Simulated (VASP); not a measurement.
# LiS2: relaxation of cell and atoms with PBE

The system is LiS2.

```
Li S
1.0
     0.00000    2.90343    2.90343
     2.90343    0.00000    2.90343
     2.90343    2.90343    0.00000
Li S
1 2
Direct
  0.00000 0.00000 0.00000
  0.25000 0.25000 0.25000
  0.75000 0.75000 0.75000
```

```
Program                : VASP 6.6.1
Task                   : relaxation of cell and atoms
Functional             : PBE
Potentials or basis    : VASP PAW PBE potentials, release 64 (Li_sv, S)
Cutoff                 : 600 eV
k mesh                 : 14 × 14 × 14
Occupations            : gaussian, width 0.1 eV
Spin                   : no spin polarisation
Dipole correction      : no
Further INCAR settings : ALGO = Normal; EDIFF = 1e-06; IBRION = 2; EDIFFG = -0.01; NSW = 100; ISIF = 3
```

```json
{"Relaxed volume": "16.29 Å³/atom", "Relaxed cell": "a = 4.104 Å, b = 4.104 Å, c = 4.104 Å, α = 60.00°, β = 60.00°, γ = 60.00°", "Space group after relaxing (to 0.05 Å)": "Fm-3m (No. 225)", "Energy gained by relaxing": "0.0 meV/atom", "Ionic steps": "2", "Pressure after relaxing": "0.0 GPa"}
```

Final structure:
```
CELL_PARAMETERS angstrom
0.00000 2.90171 2.90171
2.90171 0.00000 2.90171
2.90171 2.90171 0.00000
ATOMIC_POSITIONS crystal
Li 0.00000 0.00000 0.00000
S 0.25000 0.25000 0.25000
S 0.75000 0.75000 0.75000
```

Levels at points of the mesh, in eV from the Fermi level:
```tsv
k point	band 4	band 5	band 6	band 7	band 8	band 9	band 10	band 11
(0.00, 0.00, 0.00)	-3.08	-3.08	-3.08	0.22	0.22	0.22	4.83	4.83
(0.50, 0.00, 0.00)	-2.42	-2.42	-2.11	-2.07	-2.07	-2.07	8.67	8.72
(0.50, 0.50, 0.00)	-5.77	-4.60	-4.60	1.32	1.32	2.15	4.04	8.76
```

It took 69 s on 1 thread of Intel Xeon 6975P-C, on a shared host, peak memory 0.24 GiB.

Caveat: the cutoff is under 1.25 times the usual one of these potentials, so pressure, stress and relaxed cells hold a basis-set (Pulay) error.
